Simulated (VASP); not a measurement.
# Al12C in VASP: single point with PBE

Aim: the single point of Al12C with PBE.

Program: VASP 6.6.1. These are calculated values, not measurements. Logs are shortened: lines on timing, memory, paths and dates and some standing lists are left out, and cuts for length are marked.

**1. The cell of the first run**

The cell holds a slab with vacuum, 13 atoms: a = 5.714 Å, b = 5.714 Å, c = 19.675 Å, α = 90.00°, β = 90.00°, γ = 90.00°.

**2. Single point, PBE**

File INCAR:

```
SYSTEM = Al12C
PREC = Accurate
ENCUT = 520
EDIFF = 1E-6
ISMEAR = 0
SIGMA = 0.1
LREAL = .FALSE.
LASPH = .TRUE.
NELM = 60
ALGO = Normal
ISIF = 2
LWAVE = .FALSE.
LCHARG = .FALSE.
LDIPOL = .TRUE.
IDIPOL = 3
DIPOL = 0.5 0.5 0.323
GGA = PE
NBANDS = 32
```

File KPOINTS:

```
regular mesh
0
G
  5 5 1
  0 0 0
```

File POSCAR:

```
Al12C
1.0
    5.7143028096      0.0000000000      0.0000000000
    0.0000000000      5.7143028096      0.0000000000
    0.0000000000      0.0000000000     19.6750228481
Al C
12 1
Direct
    0.2500000000      0.2500000000      0.2033034488
    0.2500000000      0.7500000000      0.2033034488
    0.7500000000      0.2500000000      0.2033034488
    0.7500000000      0.7500000000      0.2033034488
    0.0000000000      0.0000000000      0.3092772432
    0.0000000000      0.5000000000      0.3092772432
    0.5000000000      0.0000000000      0.3092772432
    0.5000000000      0.5000000000      0.3092772432
    0.2500000000      0.2500000000      0.4155025847
    0.2500000000      0.7500000000      0.4155025847
    0.7500000000      0.2500000000      0.4155025847
    0.7500000000      0.7500000000      0.4155025847
    0.2500000000      0.5000000000      0.4803102260
```

Potentials or basis: VASP PAW PBE potentials, release 64 (Al, C).

Run with:

```sh
$ cat potpaw_PBE.64/Al/POTCAR potpaw_PBE.64/C/POTCAR > POTCAR
$ mpirun -np 1 vasp_std > vasp.out
```

OUTCAR:

```text
SYSTEM = Al12C
   PREC = Accurate
   ENCUT = 520
   EDIFF = 1E-6
   ISMEAR = 0
   LREAL = .FALSE.
   LASPH = .TRUE.
   NELM = 60
   ISIF = 2
   GGA = PE

 ion  position               nearest neighbor table
   1  0.250  0.250  0.203-   2 2.86   3 2.86   2 2.86   3 2.86   7 2.90   8 2.90   5 2.90   6 2.90

   2  0.250  0.750  0.203-   1 2.86   4 2.86   1 2.86   4 2.86   7 2.90   8 2.90   5 2.90   6 2.90

   3  0.750  0.250  0.203-   1 2.86   4 2.86   4 2.86   1 2.86   7 2.90   8 2.90   5 2.90   6 2.90
[... 4 lines left out ...]
                            11 2.91  12 2.91   9 2.91  10 2.91
   6  0.000  0.500  0.309-   5 2.86   8 2.86   5 2.86   8 2.86   1 2.90   2 2.90   3 2.90   4 2.90
                            11 2.91  12 2.91   9 2.91  10 2.91
   7  0.500  0.000  0.309-   5 2.86   8 2.86   8 2.86   5 2.86   1 2.90   2 2.90   3 2.90   4 2.90
                            11 2.91  12 2.91   9 2.91  10 2.91
   8  0.500  0.500  0.309-   6 2.86   7 2.86   7 2.86   6 2.86   1 2.90   2 2.90   3 2.90   4 2.90
                            11 2.91  12 2.91   9 2.91  10 2.91
   9  0.250  0.250  0.416-  13 1.91  11 2.86  10 2.86  10 2.86  11 2.86   6 2.91   7 2.91   8 2.91
                             5 2.91
  10  0.250  0.750  0.416-  13 1.91  12 2.86   9 2.86   9 2.86  12 2.86   6 2.91   7 2.91   8 2.91
                             5 2.91
  11  0.750  0.250  0.416-   9 2.86  12 2.86  12 2.86   9 2.86   5 2.91   6 2.91   7 2.91   8 2.91

  12  0.750  0.750  0.416-  10 2.86  11 2.86  11 2.86  10 2.86   5 2.91   6 2.91   7 2.91   8 2.91

  13  0.250  0.500  0.480-   9 1.91  10 1.91

  LATTYP: Found a simple tetragonal cell.
 ALAT       =     5.7143028096
 C/A-ratio  =     3.4431186977

  Lattice vectors:

 A1 = (   5.7143028096,   0.0000000000,   0.0000000000)
 A2 = (   0.0000000000,   5.7143028096,   0.0000000000)
 A3 = (   0.0000000000,   0.0000000000,  19.6750228481)

Analysis of symmetry for initial positions (statically):
=====================================================================
 Subroutine PRICEL returns:
 Original cell was already a primitive cell.

 Routine SETGRP: Setting up the symmetry group for a
 simple tetragonal supercell.

 Subroutine GETGRP returns: Found  4 space group operations
 (whereof  2 operations were pure point group operations)
 out of a pool of 16 trial point group operations.

The static configuration has the point symmetry C_1h.
 The point group associated with its full space group is C_2v.

Analysis of symmetry for dynamics (positions and initial velocities):
=====================================================================
 Subroutine PRICEL returns:
 Original cell was already a primitive cell.

 Routine SETGRP: Setting up the symmetry group for a
 simple tetragonal supercell.

 Subroutine GETGRP returns: Found  4 space group operations
 (whereof  2 operations were pure point group operations)
 out of a pool of 16 trial point group operations.

The dynamic configuration has the point symmetry C_1h.
 The point group associated with its full space group is C_2v.

 Subroutine INISYM returns: Found  4 space group operations
 (whereof  2 operations are pure point group operations),
 and found     1 'primitive' translations

----------------------------------------------------------------------------------------

                                     Primitive cell

  volume of cell :     642.4536

  direct lattice vectors                    reciprocal lattice vectors
     5.714302810  0.000000000  0.000000000     0.174999476  0.000000000  0.000000000
     0.000000000  5.714302810  0.000000000     0.000000000  0.174999476  0.000000000
     0.000000000  0.000000000 19.675022848     0.000000000  0.000000000  0.050825862

  length of vectors
     5.714302810  5.714302810 19.675022848     0.174999476  0.174999476  0.050825862

  position of ions in fractional coordinates (direct lattice)
     0.250000000  0.250000000  0.203303449
     0.250000000  0.750000000  0.203303449
     0.750000000  0.250000000  0.203303449
     0.750000000  0.750000000  0.203303449
     0.000000000  0.000000000  0.309277243
     0.000000000  0.500000000  0.309277243
     0.500000000  0.000000000  0.309277243
     0.500000000  0.500000000  0.309277243
     0.250000000  0.250000000  0.415502585
     0.250000000  0.750000000  0.415502585
     0.750000000  0.250000000  0.415502585
[... 39 lines left out ...]

 Subroutine IBZKPT returns following result:
 ===========================================

 Found      9 irreducible k-points:

 Following reciprocal coordinates:
            Coordinates               Weight
  0.000000  0.000000  0.000000      1.000000
  0.200000  0.000000  0.000000      2.000000
  0.000000  0.200000  0.000000      2.000000
  0.400000  0.000000  0.000000      2.000000
  0.000000  0.400000  0.000000      2.000000
  0.200000  0.200000  0.000000      4.000000
  0.400000  0.200000  0.000000      4.000000
 -0.200000  0.400000  0.000000      4.000000
  0.400000  0.400000  0.000000      4.000000
   k-points           NKPTS =      9   k-points in BZ     NKDIM =      9   number of bands    NBANDS=     32
   number of dos      NEDOS =    301   number of ions     NIONS =     13
   total plane-waves  NPLWV = 264600
   dimension x,y,z NGX =    42 NGY =   42 NGZ =  150
   dimension x,y,z NGXF=    84 NGYF=   84 NGZF=  300
   ions per type =              12   1
   NGX,Y,Z   is equivalent  to a cutoff of  12.22, 12.22, 12.67 a.u.
   NGXF,Y,Z  is equivalent  to a cutoff of  24.44, 24.44, 25.35 a.u.
 SYSTEM =  Al12C
   PREC   = accura    normal or accurate (medium, high low for compatibility)
   ISTART =      0    job   : 0-new  1-cont  2-samecut
   ICHARG =      2    charge: 1-file 2-atom 10-const
   ISPIN  =      1    spin polarized calculation?
   LNONCOLLINEAR =      F non collinear calculations
   LSORBIT =      F    spin-orbit coupling
   LASPH  =      T    aspherical Exc in radial PAW
   ENCUT  =  520.0 eV  38.22 Ry    6.18 a.u.  10.62 10.62 36.58*2*pi/ulx,y,z
   NELM   =     60;   NELMIN=  2; NELMDL= -5     # of ELM steps
   EDIFF  = 0.1E-05   stopping-criterion for ELM
   LREAL  =      F    real-space projection
   EDIFFG = 0.1E-04   stopping-criterion for IOM
   NSW    =      0    number of steps for IOM
   IBRION =     -1    ionic relax: 0-MD 1-quasi-New 2-CG
   NFREE  =      0    steps in history (QN), initial steepest desc. (CG)
   ISIF   =      2    stress and relaxation
   ISYM   =      2    0-nonsym 1-usesym 2-fastsym
   POTIM  = 0.5000    time-step for ionic-motion
   TEBEG  =    0.0;   TEEND  =   0.0 temperature during run
   PSTRESS=    0.0 pullay stress
   NELECT =      40.0000    total number of electrons
   NUPDOWN=      -1.0000    fix difference up-down
   EMIN   =  10.00;   EMAX   =-10.00  energy-range for DOS
   EFERMI =   0.00;   METHOD = LEGACY
   ISMEAR =     0;   SIGMA  =   0.10  broadening in eV -4-tet -1-fermi 0-gaus
   EFERMI_NEDOS =   21; number of points for ismear=-14 and -15
   IALGO  =     38    algorithm
   IMIX   =      4    mixing-type and parameters
     AMIX     =   0.40;   BMIX     =  1.00
     AMIX_MAG =   1.60;   BMIX_MAG =  1.00
  volume/ion in A,a.u.               =      49.42       333.50
  Fermi-wavevector in a.u.,A,eV,Ry     =   0.648855  1.226158  5.728225  0.421013
  Thomas-Fermi vector in A             =   1.717622
   LORBIT       =      0    0 simple, 1 ext, 2 COOP (PROOUT), +10 PAW based schemes
   GGA     = PE    functional components
   LHFCALC =     F    Hartree Fock is set to
   AEXX    =    0.0000 exact exchange contribution
   IVDW    =     0    specifies the selected vdW correction
   LEPSILON=     F    determine dielectric tensor
   LRPA    =     F    only Hartree local field effects (RPA)
 non-spin polarized calculation
 Gauss-broadening in eV      SIGMA  =   0.10
  energy-cutoff  :      520.00
  volume of cell :      642.45
 maximum number of plane-waves:     17320
   NGX = 21   NGY = 21   NGZ = 73

 dipolmoment           0.000000      0.000000     -0.100621 electrons x Angstroem

 number of electron      39.9999999 magnetization

 dipolmoment           0.000000      0.000000      0.206567 electrons x Angstroem

 Free energy of the ion-electron system (eV)
  ---------------------------------------------------
  ext. energy  EPLUGINS =         0.00000000
  ---------------------------------------------------
  free energy    TOTEN  =       -46.83180287 eV

  energy without entropy =      -46.79474327  energy(sigma->0) =      -46.81327307

 E-fermi :  -0.7034     XC(G=0):  -4.3097

 val. band max:       -0.7586440230   @ k =   0.0000   0.0000   0.0000
 cond. band min:      -0.6796528313   @ k =   0.4000   0.2000   0.0000
 fundamental gap:      0.0789911917
 Fermi energy:        -0.7034351805

 k-point     1 :       0.0000    0.0000    0.0000
  band No.  band energies     occupation
      1     -11.3443      2.00000
      2     -10.3403      2.00000
      3      -8.2554      2.00000
      4      -6.5463      2.00000
      5      -6.4614      2.00000
      6      -6.4147      2.00000
[... 304 lines left out ...]
     31       2.0877      0.00000
     32       2.4932      0.00000

------------------------ aborting loop because EDIFF is reached ----------------------------------------

 vacuum level on the upper side and lower side of the slab       (xc-potential included)         0.538        -0.575

  FORCE on cell =-STRESS in cart. coord.  units (eV):
  Direction    XX          YY          ZZ          XY          YZ          ZX
  --------------------------------------------------------------------------------------
  -------------------------------------------------------------------------------------
  Total       -7.2699344     -7.6289214      0.1746153      0.0000000      0.0000000      0.0000000
  in kB      -18.1300635    -19.0253203      0.4354628      0.0000000      0.0000000      0.0000000
  external PRESSURE =     -12.2399737 kB  Pullay stress =       0.0000000 kB

 VOLUME and BASIS-vectors are now :
 -----------------------------------------------------------------------------
  energy-cutoff  :      520.00
  volume of cell :      642.45
      direct lattice vectors                 reciprocal lattice vectors
     5.714302810  0.000000000  0.000000000     0.174999476  0.000000000  0.000000000
     0.000000000  5.714302810  0.000000000     0.000000000  0.174999476  0.000000000
     0.000000000  0.000000000 19.675022848     0.000000000  0.000000000  0.050825862

 POSITION                                       TOTAL-FORCE (eV/Angst)
 -----------------------------------------------------------------------------------
      1.42858      1.42858      4.00000        -0.000000     -0.107603      0.076379
      1.42858      4.28573      4.00000        -0.000000      0.107603      0.076379
      4.28573      1.42858      4.00000        -0.000000      0.110262     -0.110533
      4.28573      4.28573      4.00000        -0.000000     -0.110262     -0.110533
      0.00000      0.00000      6.08504        -0.118146      0.000000      0.125108
      0.00000      2.85715      6.08504        -0.206977      0.000000     -0.092742
      2.85715      0.00000      6.08504         0.118146      0.000000      0.125108
      2.85715      2.85715      6.08504         0.206977      0.000000     -0.092742
      1.42858      1.42858      8.17502        -0.000000     -0.636900      0.002505
      1.42858      4.28573      8.17502        -0.000000      0.636900      0.002505
      4.28573      1.42858      8.17502        -0.000000     -0.125683     -0.014354
      4.28573      4.28573      8.17502        -0.000000      0.125683     -0.014354
      1.42858      2.85715      9.45011        -0.000000      0.000000      0.027274
 -----------------------------------------------------------------------------------
    total drift:                                0.000000     -0.000000      0.000110

  FREE ENERGIE OF THE ION-ELECTRON SYSTEM (eV)
  ---------------------------------------------------
  free  energy   TOTEN  =       -46.8318028665 eV

  energy  without entropy=      -46.7947432704  energy(sigma->0) =      -46.81327307

 vacuum level on the upper side and lower side of the slab         4.737         3.592
```

Run time: 3.1 min. Hardware: 1 thread of Intel Xeon 6975P-C (Granite Rapids), shared host; peak memory 0.6 GiB.

What came out:

- Free energy: -46.8318 eV
- Largest force: 0.637 eV/Å
- Band gap on the k mesh: zero (band 20 reaches -0.38 eV, above the bottom of band 21 at -1.11 eV)

Forces on the atoms (eV/Å):
```
Al   0.000 -0.108  0.076
Al   0.000  0.108  0.076
Al   0.000  0.110 -0.111
Al   0.000 -0.110 -0.111
Al  -0.118  0.000  0.125
Al  -0.207  0.000 -0.093
Al   0.118  0.000  0.125
Al   0.207  0.000 -0.093
Al   0.000 -0.637  0.003
Al   0.000  0.637  0.003
Al   0.000 -0.126 -0.014
Al   0.000  0.126 -0.014
C    0.000  0.000  0.027
```
